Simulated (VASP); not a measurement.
Wanted: the native input for a VASP 6.6.1 run.

```yaml
Task: single point
Functional: PBE
Potentials_or_basis: VASP PAW PBE potentials, release 64 (Tl_d)
Cutoff: 520 eV
k_mesh: 9 × 9 × 9
Occupations: fermi-dirac, width 0.05 eV
Spin: no spin polarisation
Dipole_correction: no
Further_INCAR_settings: ALGO = Normal; EDIFF = 1e-06; NBANDS = 12
```

The structure of Tl lies in POSCAR:

```
Tl
1.0
    0.0000000000      2.5147131456      2.5147131456
    2.5147131456      0.0000000000      2.5147131456
    2.5147131456      2.5147131456      0.0000000000
Tl
1
Direct
    0.0000000000      0.0000000000      0.0000000000
```

This cell differs from its parent crystal: volume scaled by 1.06.

One way to write it, as run:

INCAR

```
ALGO = Normal
EDIFF = 1E-6
ENCUT = 520
GGA = PE
ISIF = 2
ISMEAR = -1
LASPH = T
LCHARG = F
LREAL = F
LWAVE = F
NBANDS = 12
NELM = 60
PREC = Accurate
SIGMA = 0.05
```

KPOINTS

```
k-points
0
Gamma
  9 9 9
```

Potentials or basis: VASP PAW PBE potentials, release 64 (Tl_d).

The run is started by

```sh
$ cat potpaw_PBE.64/Tl_d/POTCAR > POTCAR
$ mpirun -np 1 vasp_std > vasp.out
```

It gave:

The pressure is -0.5 GPa.

Wall time 23 s on 1 thread of Intel(R) Xeon(R) Platinum 8175M CPU @ 2.50GHz (Skylake/Cascade Lake), on a shared host, peak memory 0.16 GiB.
